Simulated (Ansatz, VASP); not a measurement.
**One calculation of Al, two programs**

```
CELL_PARAMETERS angstrom
0.00000 1.99669 1.99669
1.99669 0.00000 1.99669
1.99669 1.99669 0.00000
ATOMIC_POSITIONS crystal
Al 0.00000 0.00000 0.00000
```

Alike in both runs: task single point; functional r2SCAN; k mesh 4 × 4 × 4; occupations fermi-dirac, width 0.1 eV; no spin polarisation.

```csv
,VASP,Ansatz
version,VASP 6.6.1,Ansatz 0.2.0
potentials or method,"VASP PAW PBE potentials, release 64 (Al), cutoff 520 eV","plane waves (500 eV) with PAW, scalar-relativistic"
valence electrons in the cell,3,3
```

VASP gave:

| Quantity | Value |
| --- | --- |
| pressure (GPa) | 1.6 |

Task: Which values does Ansatz return?

Result: Pressure (GPa): 1.9.

VASP's potentials were made for PBE, not for r2SCAN. With one functional, cell and mesh, what is left measures potentials, basis and numerics.

The k mesh is coarse, so the values compare programs but aren't converged.
